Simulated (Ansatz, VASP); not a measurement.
# B2P in VASP and in Ansatz

```
B P
1.0
    -2.35565    2.35565    5.62734
     2.35565   -2.35565    5.62734
     2.35565    2.35565   -5.62734
B P
8 4
Direct
  0.81546 0.81546 0.63091
  0.18454 0.18454 0.36909
  0.56546 0.43454 0.50000
  0.93454 0.06546 0.50000
  0.93454 0.43454 0.86909
  0.56546 0.06546 0.13091
  0.18454 0.81546 0.00000
  0.81546 0.18454 0.00000
  0.37500 0.62500 0.75000
  0.87500 0.62500 0.25000
  0.37500 0.12500 0.75000
  0.37500 0.62500 0.25000
```

Alike in both runs: functional PBE; k mesh 12 × 12 × 12; occupations gaussian, width 0.1 eV; no spin polarisation.

Ansatz relaxed the structure, and its values are those at the end. VASP's run is a single point on that final structure, the one shown.

|  | VASP | Ansatz |
| --- | --- | --- |
| version | VASP 6.6.1 | Ansatz 0.2.0 |
| potentials or method | VASP PAW PBE potentials, release 64 (B, P), cutoff 520 eV | scalar-relativistic, plane waves, PAW |
| valence electrons in the cell | 44 | 44 |

VASP gave:

```
gap on the k mesh at the Fermi level (eV) : none
pressure (GPa)                            : -0.2
rms of the force components (eV/Å)        : 0.007
```

Problem. Which values does Ansatz return?

Solution. gap on the k mesh at the Fermi level (eV): none; pressure (GPa): 0.0; rms of the force components (eV/Å): 0.000.

A gap of «none» marks a metal or a gap that the smearing closes.
